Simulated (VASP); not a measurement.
SnTe, 2 atoms in the cell. It takes space group Fm-3m (No. 225, cubic). The conventional cell has a = 6.334 Å, b = 6.334 Å, c = 6.334 Å, α = 90.00°, β = 90.00°, γ = 90.00°. Within 4.2 Å of Sn (site symmetry m-3m) lie 6 Te at 3.17 Å. Te (site symmetry m-3m) has 6 Sn at 3.17 Å within 4.2 Å. 

```yaml
Program: VASP 6.6.1
Task: single point
Functional: PBE
Potentials_or_basis: VASP PAW PBE potentials, release 64 (Sn_d, Te)
Cutoff: 520 eV
k_mesh: 11 × 11 × 11
Occupations: fermi-dirac, width 0.08 eV
Spin: no spin polarisation
Dipole_correction: no
Further_INCAR_settings: ALGO = Normal; EDIFF = 1e-06; NBANDS = 17
```

Potentials or basis: VASP PAW PBE potentials, release 64 (Sn_d, Te).

Command:

```bash
$ cat potpaw_PBE.64/Sn_d/POTCAR potpaw_PBE.64/Te/POTCAR > POTCAR
$ mpirun -np 1 vasp_std > vasp.out
```

Hardware: 1 thread of Intel Xeon 8259CL, with other jobs on the host.

Problem. How long does it take, and how much memory?

Solution. It took 70 s on 1 thread of Intel Xeon 8259CL (shared host), peak memory 0.24 GiB. Counts: scf iterations 12, k points 56.
